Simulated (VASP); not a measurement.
Zr3S2: single point with PBE

The system is Zr3S2.

```
CELL_PARAMETERS angstrom
3.11877 1.80062 2.99930
-3.11877 1.80062 2.99930
0.00000 -3.60125 2.99930
ATOMIC_POSITIONS crystal
Zr 0.16211 0.83789 0.50000
Zr 0.50000 0.16211 0.83789
Zr 0.83789 0.50000 0.16211
S 0.33478 0.33478 0.33478
S 0.66522 0.66522 0.66522
```

This cell differs from its parent crystal: ratio of the length along z to the lengths across it x 0.8, volume and fractional coordinates fixed.

| Property | Result |
| --- | --- |
| Program | VASP 6.6.1 |
| Task | single point |
| Functional | PBE |
| Potentials or basis | VASP PAW PBE potentials, release 64 (Zr_sv, S) |
| Cutoff | 520 eV |
| k mesh | 12 × 12 × 12 |
| Occupations | gaussian, width 0.15 eV |
| Spin | no spin polarisation |

| Item | Value |
| --- | --- |
| Pressure | 4.0 GPa |
| Largest force | 0.689 eV/Å |
| Band gap on the k mesh | zero (bands 24 and 25 overlap by 0.37 eV) |

Forces on the atoms (eV/Å):
```
Zr  -0.014  0.000  0.000
Zr   0.007 -0.012  0.000
Zr   0.007  0.012  0.000
S    0.000  0.000 -0.689
S    0.000  0.000  0.689
```

Stress tensor (GPa, compression positive):
```
-2.61  0.00  0.00
 0.00 -2.61  0.00
 0.00  0.00 17.11
```

Levels at points of the mesh, in eV from the Fermi level:
| k point | band 21 | band 22 | band 23 | band 24 | band 25 | band 26 | band 27 | band 28 |
| --- | --- | --- | --- | --- | --- | --- | --- | --- |
| (0.00, 0.00, 0.00) | -2.42 | -2.17 | 0.13 | 0.13 | 0.87 | 0.87 | 2.58 | 2.58 |
| (0.50, 0.00, 0.00) | -1.14 | -1.06 | -0.96 | -0.94 | 0.15 | 1.34 | 1.60 | 1.84 |
| (0.50, 0.50, 0.00) | -2.03 | -1.68 | -0.68 | 0.02 | 0.43 | 1.04 | 1.30 | 1.48 |
| (0.50, 0.50, 0.50) | -0.87 | -0.87 | -0.37 | 0.17 | 0.17 | 0.57 | 0.60 | 0.60 |

Wall time 24 min on 1 thread of Oxide Virtual Turin-like Processor (shared host), peak memory 0.53 GiB.

Caveat: the stress differs along the axes, from -3 to 17 GPa.
